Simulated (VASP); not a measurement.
CoO:

```
CELL_PARAMETERS angstrom
3.17618 0.00000 0.00000
-1.58809 2.75066 0.00000
0.00000 0.00000 5.19362
ATOMIC_POSITIONS crystal
Co 0.33333 0.66667 0.50336
Co 0.00000 0.00000 0.00347
O 0.33333 0.66667 0.87156
O 0.00000 0.00000 0.37161
```

This cell differs from its parent crystal: volume scaled by 0.98.

Base run:

| Property | Result |
| --- | --- |
| Program | VASP 6.6.1 |
| Functional | PBEsol |
| Potentials or basis | VASP PAW PBE potentials, release 64 (Co, O) |
| Cutoff | 520 eV |
| k mesh | 10 × 10 × 5 |
| Occupations | fermi-dirac, width 0.05 eV |
| Spin | collinear spin, ferromagnetic start |
| Starting moments | [2.0, 2.0, 0.0, 0.0] μB |

Its results: pressure -5.3 GPa; net moment 5.67 μB per cell; site moments Co +2.43; O +0.31 μB; largest force 0.289 eV/Å.

Q: The run is repeated on the same cell with these changes: functional from PBEsol to r2SCAN; further incar settings from ALGO = Normal; EDIFF = 1e-06; NBANDS = 27 to ALGO = Normal; EDIFF = 1e-07; NBANDS = 27. What comes out?

A: Pressure 5.4 GPa; net moment 6.00 μB per cell; site moments Co +2.63; O +0.27 μB; largest force 0.482 eV/Å.

Caveats: the PAW data sets were made with another functional, which shifts forces and pressure a little.
